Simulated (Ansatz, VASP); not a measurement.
## AgCl: VASP beside Ansatz

Contents of INCAR:

```
PREC = Accurate ; ENCUT = 520
EDIFF = 1E-7 ; ISMEAR = -1
SIGMA = 0.02 ; LREAL = False
LASPH = True ; NELM = 80
ALGO = Normal ; ISIF = 2
LWAVE = False ; LCHARG = True
GGA = PE ; LELF = True
LVHAR = True ; NBANDS = 16
```

The input KPOINTS:

```
Automatic mesh
0
Gamma
  8 8 8
```

POSCAR

```
AgCl
1.0
    0.0000000000      2.8436018663      3.2677105488
    2.8436018663      0.0000000000      3.2677105488
    2.8436018663      2.8436018663      0.0000000000
Ag Cl
1 1
Direct
    0.0000000000      0.0000000000      0.0000000000
    0.2500000000      0.2500000000      0.2500000000
```

Input for Ansatz:

```yaml
crystal:
  lattice:
    - [0.0, 2.8436018663, 3.2677105488]
    - [2.8436018663, 0.0, 3.2677105488]
    - [2.8436018663, 2.8436018663, 0.0]
  atoms:
    - { symbol: Ag, position: [0.0, 0.0, 0.0] }
    - { symbol: Cl, position: [0.25, 0.25, 0.25] }
kpoints:
  mp_grid: { grid: [8, 8, 8] }
  band_path:
    path:
      - [0.0, 0.0, 0.0]
      - [-0.5, -0.5, 0.0]
      - [-0.375, -0.375, 0.25]
      - [-0.375, 0.0, 0.375]
      - [0.0, 0.0, 0.5]
      - [-0.5, -0.25, 0.25]
    npoints: 1
hamiltonian:
  xc: pbe
scf:
  occupations: { method: fermi_dirac, width: 0.02 }
  n_extra_bands: 4
output:
  forces: true
  stress: true
  eigenvalues: true
```

Change from the starting cell: epitaxial_xy strain -5.0%.

Alike in both runs: task single point; functional PBE; k mesh 8 × 8 × 8; occupations fermi-dirac, width 0.02 eV; no spin polarisation.

|  | VASP | Ansatz |
| --- | --- | --- |
| version | VASP 6.6.1 | Ansatz 0.2.0 |
| potentials or method | VASP PAW PBE potentials, release 64 (Ag, Cl) | plane waves, PAW |
| plane-wave cutoff (eV) | 520 | 420 |
| valence electrons in the cell | 18 | 26 |

VASP gave:

```
gap on the k mesh at the Fermi level (eV)                     : 1.19
pressure (GPa)                                                : 1.2
traceless stress, the component that is largest in VASP (GPa) : -0.23
```

**Question.** Which values does Ansatz return?

**Answer.** gap on the k mesh at the Fermi level (eV): 1.19; pressure (GPa): 1.3; traceless stress, the component that is largest in VASP (GPa): -0.22.

With one functional, cell and mesh, what is left measures potentials, basis and numerics. VASP's potentials hold 18 valence electrons a cell and Ansatz's 26, so a difference there can come from the potentials and not from the codes.
